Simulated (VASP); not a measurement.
# W in VASP: notebook

W is run at these levels: PBE; tasks: single point.

Program: VASP 6.6.1. These are calculated values, not measurements. Logs are shortened: lines on timing, memory, paths and dates and some standing lists are left out, and cuts for length are marked.

## Step 1: The cell of the first run

The cell holds a slab with vacuum, 3 atoms: a = 2.855 Å, b = 2.855 Å, c = 18.037 Å, α = 90.00°, β = 90.00°, γ = 90.00°.

## Step 2: Single point, PBE

Input file INCAR:

```
PREC     = Accurate       # precision mode
ENCUT    = 520            # plane-wave cutoff, eV
EDIFF    = 1E-6           # SCF threshold, eV
ISMEAR   = 0              # smearing method
SIGMA    = 0.1            # smearing width, eV
LREAL    = F              # projectors in reciprocal space
LASPH    = T              # aspherical terms in the spheres
NELM     = 60             # most SCF steps
ALGO     = Fast           # electronic algorithm
ISIF     = 2              # what is computed and relaxed
LWAVE    = F              # write WAVECAR
LCHARG   = T              # write CHGCAR
LDIPOL   = T            
IDIPOL   = 3            
DIPOL    = 0.5 0.5 0.497
GGA      = PE             # functional
LELF     = T              # ELF
LVHAR    = T            
LVACPOTAV= T            
NBANDS   = 28             # bands
```

Input file KPOINTS:

```
regular mesh
0
Gamma
  10 10 1
```

Input file POSCAR:

```
W
1.0
    2.8547213224      0.0000000000      0.0000000000
    0.0000000000      2.8547213224      0.0000000000
    0.0000000000      0.0000000000     18.0371856110
W
3
Direct
    0.5000000000      0.5000000000      0.3880871523
    0.0000000000      0.0000000000      0.4974049947
    0.5000000000      0.5000000000      0.6067821829
```

Potentials or basis: VASP PAW PBE potentials, release 64 (W_sv).

Command:

```sh
cat potpaw_PBE.64/W_sv/POTCAR > POTCAR
mpirun -np 1 vasp_std > vasp.out
```

OUTCAR:

```text
PREC = Accurate
   ENCUT = 520
   EDIFF = 1E-6
   ISMEAR = 0
   LREAL = F
   LASPH = T
   NELM = 60
   ISIF = 2
   GGA = PE

 ion  position               nearest neighbor table
   1  0.500  0.500  0.388-   2 2.82   2 2.82   2 2.82   2 2.82
   2  0.000  0.000  0.497-   1 2.82   1 2.82   1 2.82   1 2.82   3 2.82   3 2.82   3 2.82   3 2.82

   3  0.500  0.500  0.607-   2 2.82   2 2.82   2 2.82   2 2.82

  LATTYP: Found a simple tetragonal cell.
 ALAT       =     2.8547213224
 C/A-ratio  =     6.3183700172

  Lattice vectors:

 A1 = (   2.8547213224,   0.0000000000,   0.0000000000)
 A2 = (   0.0000000000,   2.8547213224,   0.0000000000)
 A3 = (   0.0000000000,   0.0000000000,  18.0371856110)

Analysis of symmetry for initial positions (statically):
=====================================================================
 Subroutine PRICEL returns:
 Original cell was already a primitive cell.

 Routine SETGRP: Setting up the symmetry group for a
 simple tetragonal supercell.

 Subroutine GETGRP returns: Found  8 space group operations
 (whereof  8 operations were pure point group operations)
 out of a pool of 16 trial point group operations.

The static configuration has the point symmetry C_4v.

Analysis of symmetry for dynamics (positions and initial velocities):
=====================================================================
 Subroutine PRICEL returns:
 Original cell was already a primitive cell.

 Routine SETGRP: Setting up the symmetry group for a
 simple tetragonal supercell.

 Subroutine GETGRP returns: Found  8 space group operations
 (whereof  8 operations were pure point group operations)
 out of a pool of 16 trial point group operations.

The dynamic configuration has the point symmetry C_4v.

 Subroutine INISYM returns: Found  8 space group operations
 (whereof  8 operations are pure point group operations),
 and found     1 'primitive' translations

----------------------------------------------------------------------------------------

                                     Primitive cell

  volume of cell :     146.9929

  direct lattice vectors                    reciprocal lattice vectors
     2.854721322  0.000000000  0.000000000     0.350296890  0.000000000  0.000000000
     0.000000000  2.854721322  0.000000000     0.000000000  0.350296890  0.000000000
     0.000000000  0.000000000 18.037185611     0.000000000  0.000000000  0.055441022

  length of vectors
     2.854721322  2.854721322 18.037185611     0.350296890  0.350296890  0.055441022

  position of ions in fractional coordinates (direct lattice)
     0.500000000  0.500000000  0.388087152
     0.000000000  0.000000000  0.497404995
     0.500000000  0.500000000  0.606782183

  ion indices of the primitive-cell ions
   primitive index   ion index
                 1           1
                 2           2
                 3           3

----------------------------------------------------------------------------------------

 KPOINTS: regular mesh

Automatic generation of k-mesh.
 Grid dimensions read from file:
 generate k-points for:   10   10    1

 Generating k-lattice:

  Cartesian coordinates                     Fractional coordinates (reciprocal lattice)
     0.035029689  0.000000000  0.000000000     0.100000000  0.000000000  0.000000000
     0.000000000  0.035029689  0.000000000     0.000000000  0.100000000  0.000000000
     0.000000000  0.000000000  0.055441022     0.000000000  0.000000000  1.000000000

  Length of vectors
     0.035029689  0.035029689  0.055441022

  Shift w.r.t. Gamma in fractional coordinates (k-lattice)
     0.000000000  0.000000000  0.000000000

 Subroutine IBZKPT returns following result:
 ===========================================

 Found     21 irreducible k-points:

 Following reciprocal coordinates:
            Coordinates               Weight
  0.000000  0.000000  0.000000      1.000000
  0.100000  0.000000  0.000000      4.000000
  0.200000  0.000000  0.000000      4.000000
  0.300000  0.000000  0.000000      4.000000
  0.400000  0.000000  0.000000      4.000000
  0.500000  0.000000  0.000000      2.000000
[... 13 lines left out ...]
  0.500000  0.400000  0.000000      4.000000
  0.500000  0.500000  0.000000      1.000000
   k-points           NKPTS =     21   k-points in BZ     NKDIM =     21   number of bands    NBANDS=     28
   number of dos      NEDOS =    301   number of ions     NIONS =      3
   total plane-waves  NPLWV =  80640
   dimension x,y,z NGX =    24 NGY =   24 NGZ =  140
   dimension x,y,z NGXF=    48 NGYF=   48 NGZF=  280
   ions per type =               3
   NGX,Y,Z   is equivalent  to a cutoff of  13.98, 13.98, 12.90 a.u.
   NGXF,Y,Z  is equivalent  to a cutoff of  27.95, 27.95, 25.81 a.u.
 SYSTEM =  unknown system
   PREC   = accura    normal or accurate (medium, high low for compatibility)
   ISTART =      0    job   : 0-new  1-cont  2-samecut
   ICHARG =      2    charge: 1-file 2-atom 10-const
   ISPIN  =      1    spin polarized calculation?
   LNONCOLLINEAR =      F non collinear calculations
   LSORBIT =      F    spin-orbit coupling
   LASPH  =      T    aspherical Exc in radial PAW
   ENCUT  =  520.0 eV  38.22 Ry    6.18 a.u.   5.31  5.31 33.54*2*pi/ulx,y,z
   NELM   =     60;   NELMIN=  2; NELMDL= -5     # of ELM steps
   EDIFF  = 0.1E-05   stopping-criterion for ELM
   LREAL  =      F    real-space projection
   EDIFFG = 0.1E-04   stopping-criterion for IOM
   NSW    =      0    number of steps for IOM
   IBRION =     -1    ionic relax: 0-MD 1-quasi-New 2-CG
   NFREE  =      0    steps in history (QN), initial steepest desc. (CG)
   ISIF   =      2    stress and relaxation
   ISYM   =      2    0-nonsym 1-usesym 2-fastsym
   POTIM  = 0.5000    time-step for ionic-motion
   TEBEG  =    0.0;   TEEND  =   0.0 temperature during run
   PSTRESS=    0.0 pullay stress
   NELECT =      42.0000    total number of electrons
   NUPDOWN=      -1.0000    fix difference up-down
   EMIN   =  10.00;   EMAX   =-10.00  energy-range for DOS
   EFERMI =   0.00;   METHOD = LEGACY
   ISMEAR =     0;   SIGMA  =   0.10  broadening in eV -4-tet -1-fermi 0-gaus
   EFERMI_NEDOS =   21; number of points for ismear=-14 and -15
   IALGO  =     68    algorithm
   IMIX   =      4    mixing-type and parameters
     AMIX     =   0.40;   BMIX     =  1.00
     AMIX_MAG =   1.60;   BMIX_MAG =  1.00
  volume/ion in A,a.u.               =      49.00       330.65
  Fermi-wavevector in a.u.,A,eV,Ry     =   1.078266  2.037627 15.818913  1.162657
  Thomas-Fermi vector in A             =   2.214200
   LORBIT       =      0    0 simple, 1 ext, 2 COOP (PROOUT), +10 PAW based schemes
   GGA     = PE    functional components
   LHFCALC =     F    Hartree Fock is set to
   AEXX    =    0.0000 exact exchange contribution
   IVDW    =     0    specifies the selected vdW correction
   LEPSILON=     F    determine dielectric tensor
   LRPA    =     F    only Hartree local field effects (RPA)
 non-spin polarized calculation
 RMM-DIIS sequential band-by-band and
 Gauss-broadening in eV      SIGMA  =   0.10
  energy-cutoff  :      520.00
  volume of cell :      146.99
 maximum number of plane-waves:      4024
 NGX is ok and might be reduce to    24
   NGX = 11   NGY = 11   NGZ = 67

 dipolmoment           0.000000      0.000000     -0.000008 electrons x Angstroem

 number of electron      41.9999997 magnetization

 dipolmoment           0.000000      0.000000      0.000099 electrons x Angstroem

 Free energy of the ion-electron system (eV)
  ---------------------------------------------------
  ext. energy  EPLUGINS =         0.00000000
  ---------------------------------------------------
  free energy    TOTEN  =       -34.03072601 eV

  energy without entropy =      -33.99861571  energy(sigma->0) =      -34.01467086

 E-fermi :   0.6500     XC(G=0):  -5.7289

 val. band max:        0.6405806991   @ k =   0.3000   0.0000   0.0000
 cond. band min:       0.6594611155   @ k =   0.3000   0.1000   0.0000
 fundamental gap:      0.0188804165
 Fermi energy:         0.6500248705

 k-point     1 :       0.0000    0.0000    0.0000
  band No.  band energies     occupation
      1     -73.1915      2.00000
      2     -73.1665      2.00000
      3     -73.0372      2.00000
      4     -37.8117      2.00000
      5     -37.4937      2.00000
      6     -37.1580      2.00000
[... 20 lines left out ...]
     27       3.3522      0.00000
     28       4.3353      0.00000

 k-point     2 :       0.1000    0.0000    0.0000
  band No.  band energies     occupation
      1     -73.1861      2.00000
      2     -73.1632      2.00000
      3     -73.0358      2.00000
      4     -37.7944      2.00000
      5     -37.5173      2.00000
      6     -37.1916      2.00000
[... 20 lines left out ...]
     27       3.3670      0.00000
     28       3.8075      0.00000

 k-point     3 :       0.2000    0.0000    0.0000
  band No.  band energies     occupation
      1     -73.1719      2.00000
      2     -73.1545      2.00000
      3     -73.0326      2.00000
      4     -37.7535      2.00000
      5     -37.5980      2.00000
      6     -37.2931      2.00000
[... 20 lines left out ...]
     27       3.1013      0.00000
     28       3.8469      0.00000

 k-point     4 :       0.3000    0.0000    0.0000
  band No.  band energies     occupation
      1     -73.1537      2.00000
      2     -73.1438      2.00000
      3     -73.0293      2.00000
      4     -37.7366      2.00000
      5     -37.7232      2.00000
      6     -37.4256      2.00000
[... 20 lines left out ...]
     27       2.7581      0.00000
     28       4.6757      0.00000

 k-point     5 :       0.4000    0.0000    0.0000
  band No.  band energies     occupation
      1     -73.1382      2.00000
      2     -73.1350      2.00000
      3     -73.0273      2.00000
      4     -37.8330      2.00000
      5     -37.7933      2.00000
      6     -37.5508      2.00000
[... 20 lines left out ...]
     27       3.4377      0.00000
     28       4.8752      0.00000

 k-point     6 :       0.5000    0.0000    0.0000
  band No.  band energies     occupation
      1     -73.1324      2.00000
      2     -73.1312      2.00000
      3     -73.0268      2.00000
      4     -37.8755      2.00000
      5     -37.8310      2.00000
      6     -37.6078      2.00000
[... 370 lines left out ...]
      5     -37.6819      2.00000
      6     -37.6625      2.00000
[... 20 lines left out ...]
     27       5.2267      0.00000
     28       6.4768      0.00000

 k-point    19 :       0.4000    0.4000    0.0000
  band No.  band energies     occupation
      1     -73.1050      2.00000
      2     -73.1038      2.00000
      3     -72.9983      2.00000
      4     -37.7344      2.00000
      5     -37.7269      2.00000
      6     -37.5588      2.00000
[... 20 lines left out ...]
     27       5.1220      0.00000
     28       5.4546      0.00000

 k-point    20 :       0.5000    0.4000    0.0000
  band No.  band energies     occupation
      1     -73.1016      2.00000
      2     -73.1004      2.00000
      3     -72.9953      2.00000
      4     -37.7679      2.00000
      5     -37.7515      2.00000
      6     -37.5763      2.00000
[... 20 lines left out ...]
     27       5.7954      0.00000
     28       6.4574      0.00000

 k-point    21 :       0.5000    0.5000    0.0000
  band No.  band energies     occupation
      1     -73.0983      2.00000
      2     -73.0971      2.00000
      3     -72.9919      2.00000
      4     -37.7843      2.00000
      5     -37.7843      2.00000
      6     -37.5354      2.00000
[... 20 lines left out ...]
     27       6.2865      0.00000
     28       6.3188      0.00000

------------------------ aborting loop because EDIFF is reached ----------------------------------------

  FORCE on cell =-STRESS in cart. coord.  units (eV):
  Direction    XX          YY          ZZ          XY          YZ          ZX
  --------------------------------------------------------------------------------------
  -------------------------------------------------------------------------------------
  Total       -6.8641651     -6.8641651      0.1006664      0.0000000      0.0000000      0.0000000
  in kB      -74.8173099    -74.8173099      1.0972331      0.0000000      0.0000000      0.0000000
  external PRESSURE =     -49.5124623 kB  Pullay stress =       0.0000000 kB

 VOLUME and BASIS-vectors are now :
 -----------------------------------------------------------------------------
  energy-cutoff  :      520.00
  volume of cell :      146.99
      direct lattice vectors                 reciprocal lattice vectors
     2.854721322  0.000000000  0.000000000     0.350296890  0.000000000  0.000000000
     0.000000000  2.854721322  0.000000000     0.000000000  0.350296890  0.000000000
     0.000000000  0.000000000 18.037185611     0.000000000  0.000000000  0.055441022

 POSITION                                       TOTAL-FORCE (eV/Angst)
 -----------------------------------------------------------------------------------
      1.42736      1.42736      7.00000         0.000000     -0.000000     -0.036429
      0.00000      0.00000      8.97179         0.000000      0.000000      0.005093
      1.42736      1.42736     10.94464         0.000000      0.000000      0.031336
 -----------------------------------------------------------------------------------
    total drift:                                0.000000     -0.000000      0.000005

  FREE ENERGIE OF THE ION-ELECTRON SYSTEM (eV)
  ---------------------------------------------------
  free  energy   TOTEN  =       -34.0307260120 eV

  energy  without entropy=      -33.9986157134  energy(sigma->0) =      -34.01467086

 vacuum level on the upper side and lower side of the slab         5.253         5.250
```

Wall time 3.4 min (1 thread of Intel Xeon Platinum 8375C at 2.90GHz (Ice Lake), shared host); peak memory 0.28 GiB.

Results:

| Property | Result |
| --- | --- |
| Free energy | -34.0307 eV |
| Largest force | 0.036 eV/Å |
| Band gap on the k mesh | zero (band 21 reaches 2.67 eV, above the bottom of band 22 at 0.33 eV) |

Forces in eV/Å, atoms in the order of the input:
```
W    0.000  0.000 -0.036
W    0.000  0.000  0.005
W    0.000  0.000  0.031
```

Levels at points of the mesh, in eV from the Fermi level:
| k point | band 18 | band 19 | band 20 | band 21 | band 22 | band 23 | band 24 | band 25 |
| --- | --- | --- | --- | --- | --- | --- | --- | --- |
| (0.00, 0.00, 0.00) | -1.20 | -0.81 | -0.52 | -0.11 | -0.11 | 1.71 | 1.77 | 1.77 |
| (0.50, 0.00, 0.00) | -1.39 | -0.90 | -0.44 | -0.37 | -0.30 | 0.89 | 1.04 | 1.93 |
| (0.50, 0.50, 0.00) | -1.58 | -1.58 | 1.25 | 2.02 | 2.02 | 3.15 | 3.40 | 4.38 |

Caveat: spin-orbit coupling is left out, which moves the levels of the heavy elements.

## Step 3: Single point, PBE

Edit INCAR of step 2 so:

```diff
@@ -8,3 +8,3 @@
 NELM     = 60             # most SCF steps
-ALGO     = Fast           # electronic algorithm
+ALGO     = Normal         # electronic algorithm
 ISIF     = 2              # what is computed and relaxed
```

KPOINTS is that of step 2.

Input file POSCAR:

```
W
1.0
    2.8547213223      0.0000000000      0.0000000000
    0.0000000000      2.8547213223      0.0000000000
    0.0000000000      0.0000000000     18.0371856108
W
3
Direct
    0.5000000000      0.5000000000      0.3880871523
    0.0000000000      0.0000000000      0.4974049966
    0.5000000000      0.5000000000      0.6067821846
```

Potentials or basis: VASP PAW PBE potentials, release 64 (W_sv).

Command:

```sh
cat potpaw_PBE.64/W_sv/POTCAR > POTCAR
mpirun -np 1 vasp_std > vasp.out
```

It took 98 s on 1 thread of Intel Xeon Platinum 8375C at 2.90GHz (Ice Lake), shared host; peak memory 0.29 GiB.

Results (log left out):

```yaml
Free_energy: -34.0307 eV
Largest_force: 0.037 eV/Å
Band_gap_on_the_k_mesh: zero (band 21 reaches 2.67 eV, above the bottom of band 22 at 0.33 eV)
```

Forces on the atoms (eV/Å):
```
W    0.000  0.000 -0.037
W    0.000  0.000  0.005
W    0.000  0.000  0.031
```

Levels at points of the mesh, in eV from the Fermi level:
| k point | band 19 | band 20 | band 21 | band 22 | band 23 | band 24 |
| --- | --- | --- | --- | --- | --- | --- |
| (0.00, 0.00, 0.00) | -0.81 | -0.52 | -0.11 | -0.11 | 1.71 | 1.77 |
| (0.50, 0.00, 0.00) | -0.90 | -0.44 | -0.37 | -0.30 | 0.89 | 1.04 |
| (0.50, 0.50, 0.00) | -1.58 | 1.25 | 2.02 | 2.02 | 3.15 | 3.40 |

Caveat: spin-orbit coupling is left out, which moves the levels of the heavy elements.

## Step 4: Single point, PBE

This run uses another cell than the first one, of 56.90 Å³/atom, 1.161 times its volume.

Input file INCAR:

```
PREC = Accurate
ENCUT = 400
EDIFF = 1E-6
ISMEAR = 0
SIGMA = 0.1
LREAL = F
LASPH = T
NELM = 120
ALGO = Normal
ISIF = 2
LWAVE = F
LCHARG = F
LDIPOL = T
IDIPOL = 3
DIPOL = 0.5 0.5 0.285
GGA = PE
NBANDS = 28
GGA_COMPAT = F
NELMDL = -8
```

Input file KPOINTS:

```
Automatic mesh
0
Gamma
  9 9 1
```

Input file POSCAR:

```
W
1.0
    2.8547213223      0.0000000000      0.0000000000
    0.0000000000      2.8547213223      0.0000000000
    0.0000000000      0.0000000000     20.9446427381
W
3
Direct
    0.5000000000      0.5000000000      0.1909796242
    0.0000000000      0.0000000000      0.2851223695
    0.5000000000      0.5000000000      0.3793162212
```

Command:

```sh
cat potpaw_PBE.64/W_sv/POTCAR > POTCAR
mpirun -np 1 vasp_std > vasp.out
```

It took 1.9 min on 1 thread of Intel Xeon 8259CL, shared host; peak memory 0.22 GiB.

Results (log left out):

| Item | Value |
| --- | --- |
| Free energy | -34.0427 eV |
| Largest force | 0.156 eV/Å |
| Band gap on the k mesh | zero (band 21 reaches 1.82 eV, above the bottom of band 22 at -0.38 eV) |

Forces on the atoms (eV/Å):
```
W    0.000  0.000 -0.156
W    0.000  0.000  0.006
W    0.000  0.000  0.151
```

Levels at points of the mesh, in eV from the Fermi level:
```
           k point  band 19  band 20  band 21  band 22  band 23  band 24
(0.00, 0.00, 0.00)    -0.76    -0.45    -0.07    -0.07     1.75     1.81
```

Caveat: spin-orbit coupling is left out, which moves the levels of the heavy elements.
